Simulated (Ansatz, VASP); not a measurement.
**Two plane-wave programs on KTaO3**

File INCAR:

```
SYSTEM = KTaO3
  PREC = Accurate
  ENCUT = 520
  EDIFF = 1E-6
  ISMEAR = -1
  SIGMA = 0.05
  LREAL = .FALSE.
  LASPH = .TRUE.
  NELM = 60
  ALGO = Normal
  ISIF = 2
  LWAVE = .FALSE.
  LCHARG = .FALSE.
  GGA = PE
  NBANDS = 27
```

File KPOINTS:

```
regular mesh
0
G
  7 7 7
  0 0 0
```

The input POSCAR:

```
KTaO3
1.0
    3.9883000000      0.0000000000      0.0000000000
    0.0000000000      3.9883000000      0.0000000000
    0.0000000000      0.0000000000      3.9883000000
Ta K O
1 1 3
Direct
   -0.0087940000      0.0063740000     -0.0131730000
    0.5086730000      0.4977750000      0.5225520000
   -0.0034950000      0.0010270000      0.4899110000
    0.0004730000      0.5042430000      0.0017690000
    0.4954080000      0.0073200000     -0.0041280000
```

The input input.yaml:

```yaml
crystal:
  lattice:
    - [3.9883, 0.0, 0.0]
    - [0.0, 3.9883, 0.0]
    - [0.0, 0.0, 3.9883]
  atoms:
    - { symbol: Ta, position: [-0.008794, 0.006374, -0.013173] }
    - { symbol: K, position: [0.508673, 0.497775, 0.522552] }
    - { symbol: O, position: [-0.003495, 0.001027, 0.489911] }
    - { symbol: O, position: [0.000473, 0.504243, 0.001769] }
    - { symbol: O, position: [0.495408, 0.00732, -0.004128] }
hamiltonian:
  xc: pbe
  pseudopotentials: { kind: paw }
kpoints:
  mp_grid: { grid: [7, 7, 7] }
scf:
  occupations: { method: fermi_dirac, width: 0.05 }
output:
  forces: true
  stress: true
  eigenvalues: true
  write_density: true
  write_potential: true
  elf: true
  volumetric_format: npy
```

Change from the starting cell: atoms moved at random, drawn with an rms of 0.05 Å.

Alike in both runs: task single point; functional PBE; k mesh 7 × 7 × 7; occupations fermi-dirac, width 0.05 eV; no spin polarisation.

```csv
,VASP,Ansatz
version,VASP 6.6.1,Ansatz 0.2.0
potentials or method,"VASP PAW PBE potentials, release 64 (Ta_pv, K_sv, O)",Ansatz PAW
plane-wave cutoff (eV),520,420
valence electrons in the cell,38,40
```

Ansatz gave:

* gap on the k mesh at the Fermi level (eV): 2.28
* least direct gap on the mesh (eV): 2.84
* pressure (GPa): 5.6
* traceless stress, the component that is largest in VASP (GPa): 0.23
* rms of the force components (eV/Å): 0.226

Question: What did VASP give for the same quantities?

Answer: gap on the k mesh at the Fermi level (eV): 2.24; least direct gap on the mesh (eV): 2.81; pressure (GPa): 6.3; traceless stress, the component that is largest in VASP (GPa): 0.23; rms of the force components (eV/Å): 0.228.

Atom by atom the forces differ by 0.008 eV/Å (rms over components). The functional is the same, so the differences come from potentials, cutoffs and numerics. VASP's potentials hold 38 valence electrons a cell and Ansatz's 40, so a difference there can come from the potentials and not from the codes.

Neither program's run includes spin-orbit coupling. Noted on Ansatz's run: odd divisions of the mesh miss points on the zone boundary, where band edges often lie, so the gap on the mesh can be too wide.
